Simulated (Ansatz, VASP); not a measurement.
V: VASP beside Ansatz

```
CELL_PARAMETERS angstrom
-1.56240 1.56240 1.56240
1.56240 -1.56240 1.56240
1.56240 1.56240 -1.56240
ATOMIC_POSITIONS crystal
V 0.00000 0.00000 0.00000
```

Alike in both runs: task single point; functional PBEsol; k mesh 18 × 18 × 18; occupations gaussian, width 0.1 eV; no spin polarisation.

```csv
,VASP,Ansatz
version,VASP 6.6.1,Ansatz 0.2.0
potentials or method,"VASP PAW PBE potentials, release 64 (V_sv), cutoff 520 eV","scalar-relativistic, plane waves, PAW"
valence electrons in the cell,13,13
```

|  | VASP | Ansatz | Ansatz less VASP |
| --- | --- | --- | --- |
| gap on the k mesh at the Fermi level (eV) | none | none | - |
| pressure (GPa) | -23.4 | -23.6 | -0.14 |

VASP's potentials were made for PBE, not for PBEsol. A gap of «none» marks a metal or a gap that the smearing closes.
